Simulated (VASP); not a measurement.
Runs of VASP 6.6.1 on Mg2ZnS3. The structure is tetragonal, space group I-4m2 (No. 119). The conventional cell has a = 3.964 Å, b = 3.964 Å, c = 16.876 Å, α = 90.00°, β = 90.00°, γ = 90.00°. Within 3.2 Å of Mg (site symmetry 2mm) lie 4 S at 2.45 to 2.46 Å. Zn (site symmetry -4m2) has 4 S at 2.38 Å within 3.1 Å. S (site symmetry 2mm) has 2 Zn at 2.38 Å and 2 Mg at 2.45 Å within 3.1 Å. Within 3.2 Å of S (site symmetry -4m2) lie 4 Mg at 2.46 Å. 

```csv
task,level,cell,k mesh,cutoff (eV),smearing,gap on the mesh (eV),pressure (GPa),largest force (eV/Å)
single point,PBE,as given,8 × 8 × 8,520,gaussian 0.02 eV,2.78,0.0,0.02
relaxation of cell and atoms,PBE,relaxed,8 × 8 × 8,600,gaussian 0.02 eV,2.78,0.0,0.01
single point,PBEsol,as given,8 × 8 × 8,520,gaussian 0.02 eV,2.63,(a),0.14
single point,PBE,as given,6 × 6 × 6,520,gaussian 0.1 eV,2.78,0.0,0.02
```

Alike in all rows: potentials or basis VASP PAW PBE potentials, release 64 (Mg, Zn, S); no spin polarisation.

Fill in the values left out.

(a) -1.9.

Caveats: the PAW data sets were made with another functional, which shifts forces and pressure a little (at least some runs).

A k mesh can miss the band edges.
